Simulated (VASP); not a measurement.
A run of VASP 6.6.1 is set up as follows.

INCAR

```
SYSTEM = Al2SbP3
PREC = Accurate
ENCUT = 520
EDIFF = 1E-6
ISMEAR = -1
SIGMA = 0.03
LREAL = .False.
LASPH = .True.
NELM = 80
ALGO = Normal
ISIF = 2
LWAVE = .False.
LCHARG = .False.
GGA = PS
NBANDS = 22
```

The input KPOINTS:

```
Automatic mesh
0
Gamma
  8 8 8
  0 0 0
```

Contents of POSCAR:

```
Al2SbP3
1.0
   -1.3720894979      2.5630140807      7.6009555811
    1.3720894979     -2.5630140807      7.6009555811
    1.3720894979      2.5630140807     -7.6009555811
Al Sb P
2 1 3
Direct
    0.8397672755      0.3397672755      0.5000000000
    0.1602327245      0.6602327245      0.5000000000
    0.5000000000      0.0000000000      0.5000000000
    0.0000000000      0.0000000000      0.0000000000
    0.3231377995      0.8231377995      0.5000000000
    0.6768622005      0.1768622005      0.5000000000
```

Potentials or basis: VASP PAW PBE potentials, release 64 (Al, Sb, P).

Command:

```bash
$ cat potpaw_PBE.64/Al/POTCAR potpaw_PBE.64/Sb/POTCAR potpaw_PBE.64/P/POTCAR > POTCAR
$ mpirun -np 1 vasp_std > vasp.out
```

Task: Estimate the band gap on the k mesh.

Result: Zero (band 13 reaches 11.32 eV, above the bottom of band 14 at 6.84 eV).

Task: What does it give for the pressure?

Result: 0.2 GPa.

Task: Estimate the largest force.

Result: 0.008 eV/Å.

Forces in eV/Å, atoms in the order of the input:
```
Al   0.000  0.000  0.005
Al   0.000  0.000 -0.005
Sb   0.000  0.000  0.000
P    0.000  0.000  0.000
P    0.000  0.000 -0.008
P    0.000  0.000  0.008
```

Caveat: the PAW data sets were made with another functional, which shifts forces and pressure a little; spin-orbit coupling is left out, which moves the levels of the heavy elements.
